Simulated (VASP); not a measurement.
Crystal: WC.

```
W C
1.0
     1.23178    0.71117    3.92346
    -1.23178    0.71117    3.92346
     0.00000   -1.42234    3.92346
W C
1 1
Direct
  0.00000 0.00000 0.00000
  0.50000 0.50000 0.50000
```

* Program: VASP 6.6.1
* Task: relaxation of cell and atoms
* Functional: r2SCAN
* Potentials or basis: VASP PAW PBE potentials, release 64 (W_sv, C)
* Cutoff: 600 eV
* k mesh: 12 × 12 × 12
* Occupations: gaussian, width 0.1 eV
* Spin: no spin polarisation

At the start: pressure 48.5 GPa; volume 10.31 Å³/atom.

Problem. How do energy, volume and symmetry change on relaxing?

Solution. Over 8 steps the energy falls by 2241.1 meV/atom and the volume is 10.41 Å³/atom (+1.0 %); space group R-3m (No. 166, to 0.1 Å) before, Fm-3m (No. 225, to 0.1 Å).

The path:
| step | energy change (eV) | largest force (eV/Å) | pressure (GPa) | volume (Å³) |
| --- | --- | --- | --- | --- |
| 1 | 0.0000 | 0.0000 | 48.52 | 20.62 |
| 2 | -2.1412 | 0.0000 | -61.22 | 29.09 |
| 3 | -2.5079 | 0.0000 | -48.38 | 26.16 |
| 4 | -3.1383 | 0.0000 | 86.29 | 17.80 |
| 5 | -4.4444 | 0.0000 | -10.50 | 21.47 |
| 6 | -4.4813 | 0.0000 | -2.21 | 20.97 |
| 7 | -4.4812 | 0.0000 | -0.15 | 20.85 |
| 8 | -4.4821 | 0.0000 | 0.36 | 20.83 |

Final structure:
```yaml
crystal:
  lattice:
    - [1.54323, 0.89098, 2.52437]
    - [-1.54323, 0.89098, 2.52437]
    - [0.00000, -1.78197, 2.52437]
  atoms:
    - { symbol: W, position: [0.00000, 0.00000, 0.00000] }
    - { symbol: C, position: [0.50000, 0.50000, 0.50000] }
```

Caveat: the highest band is partly filled, so the run has too few bands; a cell axis changed by over 15 % at a fixed basis, so the end point is rough; the PAW data sets were made with another functional, which shifts forces and pressure a little.
